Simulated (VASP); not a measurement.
A run of VASP 6.6.1:

INCAR

```
SYSTEM = Tl
  ALGO = Normal
  EDIFF = 1E-7
  EDIFFG = -0.03
  ENCUT = 600
  GGA = PE
  IBRION = 2
  ISIF = 3
  ISMEAR = -1
  LASPH = .True.
  LCHARG = .False.
  LREAL = .False.
  LWAVE = .False.
  NELM = 100
  NSW = 80
  PREC = Accurate
  SIGMA = 0.1
```

File KPOINTS:

```
k-points
0
Gamma
  5 5 5
  0 0 0
```

POSCAR

```
Tl
1.0
    4.8500000000      0.0000000000      0.0000000000
    0.0000000000      4.8500000000      0.0000000000
    0.0000000000      0.0000000000      4.8500000000
Tl
4
Direct
    0.0000000000      0.0000000000      0.0000000000
    0.0000000000      0.5000000000      0.5000000000
    0.5000000000      0.0000000000      0.5000000000
    0.5000000000      0.5000000000      0.0000000000
```

Potentials or basis: VASP PAW PBE potentials, release 64 (Tl_d).

Launch:

```sh
$ cat potpaw_PBE.64/Tl_d/POTCAR > POTCAR
$ mpirun -np 1 vasp_std > vasp.out
```

Hardware: 1 thread of Intel(R) Xeon(R) 6975P-C (Granite Rapids) (shared host).

Question: Estimate the wall time of this run.

Answer: It took 44 s on 1 thread of Intel(R) Xeon(R) 6975P-C (Granite Rapids) (shared host), peak memory 0.25 GiB. Counts: scf iterations 30, k points 10, ion steps 3.
